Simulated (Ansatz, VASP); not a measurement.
## Two plane-wave programs on Rh

The input INCAR:

```
PREC = Accurate ; ENCUT = 520
EDIFF = 1E-6 ; ISMEAR = 0
SIGMA = 0.15 ; LREAL = F
LASPH = T ; NELM = 60
ALGO = Fast ; ISIF = 2
LWAVE = F ; LCHARG = F
GGA = PE ; NBANDS = 14
```

File KPOINTS:

```
regular mesh
0
Gamma
  30 30 30
```

Contents of POSCAR:

```
Rh
1.0
    0.0000000000      1.8550831144      2.0405914258
    1.8550831144      0.0000000000      2.0405914258
    1.8550831144      1.8550831144      0.0000000000
Rh
1
Direct
    0.0000000000      0.0000000000      0.0000000000
```

Input for Ansatz:

```yaml
crystal:
  lattice:
    - [0.0, 1.8550831144, 2.0405914258]
    - [1.8550831144, 0.0, 2.0405914258]
    - [1.8550831144, 1.8550831144, 0.0]
  atoms:
    - { symbol: Rh, position: [0.0, 0.0, 0.0] }
basis:
  ecutwfc: 420
kpoints:
  mp_grid: { grid: [30, 30, 30] }
hamiltonian:
  xc: pbe
scf:
  occupations: { method: gaussian, width: 0.15 }
output:
  forces: true
  stress: true
  eigenvalues: true
```

Alike in both runs: task single point; functional PBE; k mesh 30 × 30 × 30; occupations gaussian, width 0.15 eV; no spin polarisation.

|  | VASP | Ansatz |
| --- | --- | --- |
| version | VASP 6.6.1 | Ansatz 0.2.0 |
| potentials or method | VASP PAW PBE potentials, release 64 (Rh_pv), cutoff 520 eV | scalar-relativistic, plane waves, PAW |
| valence electrons in the cell | 15 | 17 |

```tsv
	VASP	Ansatz	Ansatz less VASP
gap on the k mesh at the Fermi level (eV)	none	none	-
pressure (GPa)	1.6	1.6	+0.01
traceless stress, the component that is largest in VASP (GPa)	-15.19	-15.24	-0.046
```

A gap of «none» marks a metal or a gap that the smearing closes. The functional is the same, so the differences come from potentials, cutoffs and numerics. VASP's potentials hold 15 valence electrons a cell and Ansatz's 17, so a difference there can come from the potentials and not from the codes.
